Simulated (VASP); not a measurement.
Write the native input for VASP 6.6.1 that does the following.

- Task: single point
- Functional: PBE
- Potentials or basis: VASP PAW PBE potentials, release 64 (Cs_sv, Pb_d, Br)
- Cutoff: 520 eV
- k mesh: 6 × 6 × 6
- Occupations: gaussian, width 0.05 eV
- Spin: no spin polarisation
- Dipole correction: no
- Further INCAR settings: ALGO = Normal; EDIFF = 1e-07; NBANDS = 30

The structure of CsPbBr3 lies in POSCAR:

```
CsPbBr3
1.0
    5.8700000000      0.0000000000      0.0000000000
    0.0000000000      5.8700000000      0.0000000000
    0.0000000000      0.0000000000      5.8700000000
Cs Pb Br
1 1 3
Direct
    0.0000000000      0.0000000000      0.0000000000
    0.5000000000      0.5000000000      0.5000000000
    0.0000000000      0.5000000000      0.5000000000
    0.5000000000      0.0000000000      0.5000000000
    0.5000000000      0.5000000000      0.0000000000
```

One way to write it, as run:

INCAR

```
PREC = Accurate
ENCUT = 520
EDIFF = 1E-7
ISMEAR = 0
SIGMA = 0.05
LREAL = False
LASPH = True
NELM = 60
ALGO = Normal
ISIF = 2
LWAVE = False
LCHARG = False
GGA = PE
NBANDS = 30
```

KPOINTS

```
Automatic mesh
0
Gamma
  6 6 6
```

Potentials or basis: VASP PAW PBE potentials, release 64 (Cs_sv, Pb_d, Br).

Command:

```sh
$ cat potpaw_PBE.64/Cs_sv/POTCAR potpaw_PBE.64/Pb_d/POTCAR potpaw_PBE.64/Br/POTCAR > POTCAR
$ mpirun -np 1 vasp_std > vasp.out
```

It gave:

* Pressure: 1.4 GPa
* Band gap on the k mesh: 1.53 eV

Caveat: spin-orbit coupling is left out, which moves the levels of the heavy elements.

Run time: 4.3 min on 1 thread of AMD EPYC 7R43 64-Core Processor (Zen 3) (shared host), peak memory 0.34 GiB.
